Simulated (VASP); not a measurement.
# YLu2F3 (P-6m2) in VASP: notebook

Runs on YLu2F3. Level: PBE. Tasks: single point, relaxation of cell and atoms.

Everything below comes from runs of VASP 6.6.1. Logs are shortened: lines on timing, memory, paths and dates and some standing lists are left out, and cuts for length are marked.

### 1 The cell of the first run

The structure is hexagonal, space group P-6m2 (No. 187). Conventional cell: a = 7.323 Å, b = 7.323 Å, c = 7.040 Å, α = 90.00°, β = 90.00°, γ = 120.00°. Y (site symmetry -6m2) has 3 F at 2.12 Å within 2.8 Å. Within 2.8 Å of Lu (site symmetry -6m2) lie 3 F at 2.11 Å. Lu (site symmetry -6m2) has 2 Lu at 3.52 Å and 6 F at 4.10 Å within 4.6 Å. Within 2.8 Å of F (site symmetry mm2) lie 1 Lu at 2.11 Å and 1 Y at 2.12 Å.

The cell was built from a structure type or drawn by symmetry, and may not be a known phase.

### 2 Single point, PBE

The input, INCAR:

```
SYSTEM = YLu2F3
PREC = Accurate ; ENCUT = 520
EDIFF = 1E-6 ; ISMEAR = 0
SIGMA = 0.1 ; LREAL = .FALSE.
LASPH = .TRUE. ; NELM = 60
ALGO = Normal ; ISIF = 2
LWAVE = .FALSE. ; LCHARG = .FALSE.
GGA = PE ; NBANDS = 50
```

The input, KPOINTS:

```
regular mesh
0
G
  6 6 4
  0 0 0
```

The input, POSCAR:

```
YLu2F3
1.0
    7.3233502413      0.0000000000      0.0000000000
   -3.6616751207      6.3422073498      0.0000000000
    0.0000000000      0.0000000000      7.0400668119
Y Lu F
1 2 3
Direct
    0.0000000000      0.0000000000      0.0000000000
    0.6666666667      0.3333333333      0.0000000000
    0.6666666667      0.3333333333      0.5000000000
    0.8330039864      0.1669960136      0.0000000000
    0.8330039864      0.6660079728      0.0000000000
    0.3339920272      0.1669960136      0.0000000000
```

Potentials or basis: VASP PAW PBE potentials, release 64 (Y_sv, Lu, F).

The run is started by

```bash
cat potpaw_PBE.64/Y_sv/POTCAR potpaw_PBE.64/Lu/POTCAR potpaw_PBE.64/F/POTCAR > POTCAR
mpirun -np 1 vasp_std > vasp.out
```

OUTCAR:

```text
SYSTEM = YLu2F3
   PREC = Accurate
   ENCUT = 520
   EDIFF = 1E-6
   ISMEAR = 0
   LREAL = .FALSE.
   LASPH = .TRUE.
   NELM = 60
   ISIF = 2
   GGA = PE

 ion  position               nearest neighbor table
   1  0.000  0.000  0.000-   6 2.12   5 2.12   4 2.12
   2  0.667  0.333  0.000-   4 2.11   6 2.11   5 2.11   3 3.52   3 3.52
   3  0.667  0.333  0.500-   2 3.52   2 3.52
   4  0.833  0.167  0.000-   2 2.11   1 2.12
   5  0.833  0.666  0.000-   2 2.11   1 2.12
   6  0.334  0.167  0.000-   2 2.11   1 2.12

  LATTYP: Found a hexagonal cell.
 ALAT       =     7.3233502413
 C/A-ratio  =     0.9613177822

  Lattice vectors:

 A1 = (   7.3233502413,   0.0000000000,   0.0000000000)
 A2 = (  -3.6616751207,   6.3422073498,   0.0000000000)
 A3 = (   0.0000000000,   0.0000000000,   7.0400668119)

Analysis of symmetry for initial positions (statically):
=====================================================================
 Subroutine PRICEL returns:
 Original cell was already a primitive cell.

 Routine SETGRP: Setting up the symmetry group for a
 hexagonal supercell.

 Subroutine GETGRP returns: Found 12 space group operations
 (whereof 12 operations were pure point group operations)
 out of a pool of 24 trial point group operations.

The static configuration has the point symmetry D_3h.

Analysis of symmetry for dynamics (positions and initial velocities):
=====================================================================
 Subroutine PRICEL returns:
 Original cell was already a primitive cell.

 Routine SETGRP: Setting up the symmetry group for a
 hexagonal supercell.

 Subroutine GETGRP returns: Found 12 space group operations
 (whereof 12 operations were pure point group operations)
 out of a pool of 24 trial point group operations.

The dynamic configuration has the point symmetry D_3h.

 Subroutine INISYM returns: Found 12 space group operations
 (whereof 12 operations are pure point group operations),
 and found     1 'primitive' translations

----------------------------------------------------------------------------------------

                                     Primitive cell

  volume of cell :     326.9844

  direct lattice vectors                    reciprocal lattice vectors
     7.323350241  0.000000000  0.000000000     0.136549525  0.078836905  0.000000000
    -3.661675121  6.342207350  0.000000000     0.000000000  0.157673811  0.000000000
     0.000000000  0.000000000  7.040066812     0.000000000  0.000000000  0.142044107

  length of vectors
     7.323350241  7.323350241  7.040066812     0.157673811  0.157673811  0.142044107

  position of ions in fractional coordinates (direct lattice)
     0.000000000  0.000000000  0.000000000
     0.666666667  0.333333333  0.000000000
     0.666666667  0.333333333  0.500000000
     0.833003986  0.166996014  0.000000000
     0.833003986  0.666007973  0.000000000
     0.333992027  0.166996014  0.000000000

  ion indices of the primitive-cell ions
   primitive index   ion index
                 1           1
                 2           2
                 3           3
                 4           4
                 5           5
                 6           6

----------------------------------------------------------------------------------------

 KPOINTS: regular mesh

Automatic generation of k-mesh.
 Grid dimensions read from file:
 generate k-points for:    6    6    4

 Generating k-lattice:

  Cartesian coordinates                     Fractional coordinates (reciprocal lattice)
     0.022758254  0.013139484  0.000000000     0.166666667  0.000000000  0.000000000
     0.000000000  0.026278968  0.000000000     0.000000000  0.166666667  0.000000000
     0.000000000  0.000000000  0.035511027     0.000000000  0.000000000  0.250000000

  Length of vectors
     0.026278968  0.026278968  0.035511027

  Shift w.r.t. Gamma in fractional coordinates (k-lattice)
     0.000000000  0.000000000  0.000000000

 Subroutine IBZKPT returns following result:
 ===========================================

 Found     21 irreducible k-points:

 Following reciprocal coordinates:
            Coordinates               Weight
  0.000000  0.000000  0.000000      1.000000
  0.166667  0.000000  0.000000      6.000000
  0.333333  0.000000  0.000000      6.000000
  0.500000 -0.000000  0.000000      3.000000
  0.166667  0.166667  0.000000      6.000000
  0.333333  0.166667  0.000000     12.000000
[... 13 lines left out ...]
  0.333333  0.166667  0.500000     12.000000
  0.333333  0.333333  0.500000      2.000000
   k-points           NKPTS =     21   k-points in BZ     NKDIM =     21   number of bands    NBANDS=     50
   number of dos      NEDOS =    301   number of ions     NIONS =      6
   total plane-waves  NPLWV = 157464
   dimension x,y,z NGX =    54 NGY =   54 NGZ =   54
   dimension x,y,z NGXF=   108 NGYF=  108 NGZF=  108
   ions per type =               1   2   3
   NGX,Y,Z   is equivalent  to a cutoff of  12.26, 12.26, 12.75 a.u.
   NGXF,Y,Z  is equivalent  to a cutoff of  24.52, 24.52, 25.50 a.u.
 SYSTEM =  YLu2F3
   PREC   = accura    normal or accurate (medium, high low for compatibility)
   ISTART =      0    job   : 0-new  1-cont  2-samecut
   ICHARG =      2    charge: 1-file 2-atom 10-const
   ISPIN  =      1    spin polarized calculation?
   LNONCOLLINEAR =      F non collinear calculations
   LSORBIT =      F    spin-orbit coupling
   LASPH  =      T    aspherical Exc in radial PAW
   ENCUT  =  520.0 eV  38.22 Ry    6.18 a.u.  13.62 13.62 13.09*2*pi/ulx,y,z
   NELM   =     60;   NELMIN=  2; NELMDL= -5     # of ELM steps
   EDIFF  = 0.1E-05   stopping-criterion for ELM
   LREAL  =      F    real-space projection
   EDIFFG = 0.1E-04   stopping-criterion for IOM
   NSW    =      0    number of steps for IOM
   IBRION =     -1    ionic relax: 0-MD 1-quasi-New 2-CG
   NFREE  =      0    steps in history (QN), initial steepest desc. (CG)
   ISIF   =      2    stress and relaxation
   ISYM   =      2    0-nonsym 1-usesym 2-fastsym
   POTIM  = 0.5000    time-step for ionic-motion
   TEBEG  =    0.0;   TEEND  =   0.0 temperature during run
   PSTRESS=    0.0 pullay stress
   NELECT =      82.0000    total number of electrons
   NUPDOWN=      -1.0000    fix difference up-down
   EMIN   =  10.00;   EMAX   =-10.00  energy-range for DOS
   EFERMI =   0.00;   METHOD = LEGACY
   ISMEAR =     0;   SIGMA  =   0.10  broadening in eV -4-tet -1-fermi 0-gaus
   EFERMI_NEDOS =   21; number of points for ismear=-14 and -15
   IALGO  =     38    algorithm
   IMIX   =      4    mixing-type and parameters
     AMIX     =   0.40;   BMIX     =  1.00
     AMIX_MAG =   1.60;   BMIX_MAG =  1.00
  volume/ion in A,a.u.               =      54.50       367.77
  Fermi-wavevector in a.u.,A,eV,Ry     =   1.032374  1.950904 14.501039  1.065796
  Thomas-Fermi vector in A             =   2.166569
   LORBIT       =      0    0 simple, 1 ext, 2 COOP (PROOUT), +10 PAW based schemes
   GGA     = PE    functional components
   LHFCALC =     F    Hartree Fock is set to
   AEXX    =    0.0000 exact exchange contribution
   IVDW    =     0    specifies the selected vdW correction
   LEPSILON=     F    determine dielectric tensor
   LRPA    =     F    only Hartree local field effects (RPA)
 non-spin polarized calculation
 Gauss-broadening in eV      SIGMA  =   0.10
  energy-cutoff  :      520.00
  volume of cell :      326.98
 maximum number of plane-waves:      8894
   NGX = 27   NGY = 27   NGZ = 27

 number of electron      81.9999996 magnetization

 Free energy of the ion-electron system (eV)
  ---------------------------------------------------
  ext. energy  EPLUGINS =         0.00000000
  ---------------------------------------------------
  free energy    TOTEN  =       -31.09291092 eV

  energy without entropy =      -31.06930256  energy(sigma->0) =      -31.08110674

 E-fermi :   0.0020     XC(G=0):  -5.6478

 val. band max:       -0.0088301804   @ k =   0.1667   0.0000   0.5000
 cond. band min:       0.0498799980   @ k =   0.5000  -0.0000   0.0000
 fundamental gap:      0.0587101784
 Fermi energy:         0.0019695387

 k-point     1 :       0.0000    0.0000    0.0000
  band No.  band energies     occupation
      1     -58.7626      2.00000
      2     -58.1326      2.00000
      3     -45.1650      2.00000
      4     -29.5497      2.00000
      5     -29.5497      2.00000
      6     -29.4522      2.00000
[... 42 lines left out ...]
     49       1.1013      0.00000
     50       1.3250      0.00000

 k-point     2 :       0.1667    0.0000    0.0000
  band No.  band energies     occupation
      1     -58.7626      2.00000
      2     -58.1326      2.00000
      3     -45.1650      2.00000
      4     -29.5498      2.00000
      5     -29.5385      2.00000
      6     -29.4522      2.00000
[... 42 lines left out ...]
     49       1.1426      0.00000
     50       1.2379      0.00000

 k-point     3 :       0.3333    0.0000    0.0000
  band No.  band energies     occupation
      1     -58.7626      2.00000
      2     -58.1326      2.00000
      3     -45.1650      2.00000
      4     -29.5500      2.00000
      5     -29.5154      2.00000
      6     -29.4522      2.00000
[... 42 lines left out ...]
     49       1.1336      0.00000
     50       1.2045      0.00000

 k-point     4 :       0.5000   -0.0000    0.0000
  band No.  band energies     occupation
      1     -58.7626      2.00000
      2     -58.1326      2.00000
      3     -45.1650      2.00000
      4     -29.5502      2.00000
      5     -29.5035      2.00000
      6     -29.4522      2.00000
[... 840 lines left out ...]
 k-point    20 :       0.3333    0.1667    0.5000
  band No.  band energies     occupation
      1     -58.7626      2.00000
      2     -58.1326      2.00000
      3     -45.1650      2.00000
      4     -29.5493      2.00000
      5     -29.5015      2.00000
      6     -29.4531      2.00000
[... 42 lines left out ...]
     49       1.0659      0.00000
     50       1.1682      0.00000

 k-point    21 :       0.3333    0.3333    0.5000
  band No.  band energies     occupation
      1     -58.7626      2.00000
      2     -58.1326      2.00000
      3     -45.1650      2.00000
      4     -29.5495      2.00000
      5     -29.4951      2.00000
      6     -29.4531      2.00000
[... 42 lines left out ...]
     49       1.0876      0.00000
     50       1.1446      0.00000

------------------------ aborting loop because EDIFF is reached ----------------------------------------

  FORCE on cell =-STRESS in cart. coord.  units (eV):
  Direction    XX          YY          ZZ          XY          YZ          ZX
  --------------------------------------------------------------------------------------
  -------------------------------------------------------------------------------------
  Total        0.3573851      0.3573851      0.2753978     -0.0000000      0.0000000      0.0000000
  in kB        1.7511365      1.7511365      1.3494101     -0.0000000      0.0000000      0.0000000
  external PRESSURE =       1.6172277 kB  Pullay stress =       0.0000000 kB

 VOLUME and BASIS-vectors are now :
 -----------------------------------------------------------------------------
  energy-cutoff  :      520.00
  volume of cell :      326.98
      direct lattice vectors                 reciprocal lattice vectors
     7.323350241  0.000000000  0.000000000     0.136549525  0.078836905  0.000000000
    -3.661675121  6.342207350  0.000000000     0.000000000  0.157673811  0.000000000
     0.000000000  0.000000000  7.040066812     0.000000000  0.000000000  0.142044107

 POSITION                                       TOTAL-FORCE (eV/Angst)
 -----------------------------------------------------------------------------------
      0.00000      0.00000      0.00000        -0.000000      0.000000     -0.000000
      3.66168      2.11407      0.00000        -0.000000      0.000000     -0.000000
      3.66168      2.11407      3.52003        -0.000000      0.000000     -0.000000
      5.48889      1.05912      0.00000         0.081423     -0.047010      0.000000
      3.66168      4.22396      0.00000        -0.000000      0.094019     -0.000000
      1.83446      1.05912      0.00000        -0.081423     -0.047010      0.000000
 -----------------------------------------------------------------------------------
    total drift:                                0.000003     -0.000002      0.000000

  FREE ENERGIE OF THE ION-ELECTRON SYSTEM (eV)
  ---------------------------------------------------
  free  energy   TOTEN  =       -31.0929109204 eV

  energy  without entropy=      -31.0693025556  energy(sigma->0) =      -31.08110674
```

Wall time 5.5 min (1 thread of Intel Xeon 6975P-C (Granite Rapids), shared host); peak memory 0.6 GiB.

What came out:

* Free energy: -31.0929 eV
* Pressure: 0.2 GPa
* Largest force: 0.094 eV/Å
* Band gap on the k mesh: zero (bands 41 and 42 overlap by 0.10 eV)

Forces on the atoms (eV/Å):
```
Y    0.000  0.000  0.000
Lu   0.000  0.000  0.000
Lu   0.000  0.000  0.000
F    0.081 -0.047  0.000
F    0.000  0.094  0.000
F   -0.081 -0.047  0.000
```

Caveat: spin-orbit coupling is left out, which moves the levels of the heavy elements.

### 3 Relaxation of cell and atoms, PBE

This run uses another cell than the first one, of 20.47 Å³/atom.

The input, INCAR:

```
SYSTEM = YLu2F3
ALGO = Normal
EDIFF = 1E-6
EDIFFG = -0.04
ENCUT = 600
GGA = PE
IBRION = 2
ISIF = 3
ISMEAR = 0
LASPH = .TRUE.
LCHARG = .FALSE.
LREAL = .FALSE.
LWAVE = .FALSE.
NELM = 80
NSW = 90
PREC = Accurate
SIGMA = 0.1
```

The input, KPOINTS:

```
k-points
0
G
  6 6 4
  0 0 0
```

The input, POSCAR:

```
YLu2F3
1.0
    5.2778557400      0.0000000000      0.0000000000
   -2.6389278700      4.5707571500      0.0000000000
    0.0000000000      0.0000000000      5.0909199200
Y Lu F
1 2 3
Direct
    0.0000000000      0.0000000000      0.0000000000
    0.6666666700      0.3333333300      0.0000000000
    0.6666666700      0.3333333300      0.5000000000
    0.8284200200      0.1715799800      0.0000000000
    0.8284200200      0.6568400400      0.0000000000
    0.3431599600      0.1715799800      0.0000000000
```

Potentials or basis: VASP PAW PBE potentials, release 64 (Y_sv, Lu, F).

The run is started by

```bash
cat potpaw_PBE.64/Y_sv/POTCAR potpaw_PBE.64/Lu/POTCAR potpaw_PBE.64/F/POTCAR > POTCAR
mpirun -np 1 vasp_std > vasp.out
```

Wall time 61 min (1 thread of Intel Xeon 6975P-C (Granite Rapids), shared host); peak memory 0.43 GiB.

The run converged. Its results:

```yaml
Free_energy: -28.8202 eV
Relaxed_volume: 44.13 Å³/atom
Relaxed_cell: a = 6.981 Å, b = 6.981 Å, c = 6.273 Å, α = 90.00°, β = 90.00°, γ = 120.00°
Space_group_after_relaxing_to_0.1_Å: P-6m2 (No. 187)
Pressure_after_relaxing: 0.1 GPa
Largest_force_after_relaxing: 0.035 eV/Å
Band_gap_on_the_k_mesh: zero (bands 41 and 42 overlap by 0.54 eV)
```

Forces in eV/Å, atoms in the order of the input:
```
Y    0.000  0.000  0.000
Lu   0.000  0.000  0.000
Lu   0.000  0.000  0.000
F    0.030 -0.017  0.000
F    0.000  0.035  0.000
F   -0.030 -0.017  0.000
```

Stress tensor (GPa, compression positive):
```
 0.14  0.00  0.00
 0.00  0.14  0.00
 0.00  0.00 -0.12
```

Final structure:
```
CELL_PARAMETERS angstrom
6.98132 0.00000 0.00000
-3.49066 6.04600 0.00000
0.00000 0.00000 6.27294
ATOMIC_POSITIONS crystal
Y 0.00000 0.00000 0.00000
Lu 0.66667 0.33333 0.00000
Lu 0.66667 0.33333 0.50000
F 0.83361 0.16639 0.00000
F 0.83361 0.66723 0.00000
F 0.33277 0.16639 0.00000
```

Levels at points of the mesh, in eV from the Fermi level:
```tsv
k point	band 39	band 40	band 41	band 42	band 43	band 44
(0.00, 0.00, 0.00)	-3.52	-0.96	0.00	0.00	0.76	0.80
(0.50, 0.00, 0.00)	-3.32	-1.03	-0.15	-0.01	0.04	0.54
(0.00, 0.00, 0.50)	-2.15	-1.36	0.54	0.54	0.55	0.64
(0.50, 0.00, 0.50)	-1.87	-0.99	-0.22	0.06	0.54	0.56
```

Caveat: the volume moved by over 15 % at a fixed basis, so the end points are rough; spin-orbit coupling is left out, which moves the levels of the heavy elements.

(Continued in part 2 of 2.)
